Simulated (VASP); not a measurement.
Zr: electric field gradients with LDA

Crystal: Zr.

```xyz
1
Lattice="0.0000 2.2550 2.2550 2.2550 0.0000 2.2550 2.2550 2.2550 0.0000" Properties=species:S:1:pos:R:3 pbc="T T T"
Zr    0.0000    0.0000    0.0000
```

- Program: VASP 6.6.1
- Task: electric field gradients
- Functional: LDA
- Potentials or basis: VASP PAW LDA potentials, release 64 (Zr_sv)
- Cutoff: 520 eV
- k mesh: 13 × 13 × 13
- Occupations: fermi-dirac, width 0.05 eV
- Spin: no spin polarisation
- Dipole correction: no
- Further INCAR settings: ALGO = Normal; EDIFF = 1e-08; NBANDS = 12

| Quantity | Value |
| --- | --- |
| Pressure | -5.5 GPa |
| Band gap on the k mesh | zero (band 6 reaches 9.81 eV, above the bottom of band 7 at 8.29 eV) |

Levels at points of the mesh, in eV from the Fermi level:
```tsv
k point	band 2	band 3	band 4	band 5	band 6	band 7	band 8	band 9	band 10	band 11
(0.00, 0.00, 0.00)	-26.03	-26.03	-26.03	-5.55	0.95	0.95	0.95	3.39	3.39	10.59
```

Run time: 22 s on 1 thread of Intel(R) Xeon(R) Platinum 8488C (Sapphire Rapids), on a shared host, peak memory 0.14 GiB.

Caveat: without QUAD_EFG the Cq values of the log hold for a quadrupole moment of 1 mb, not for the nuclei.
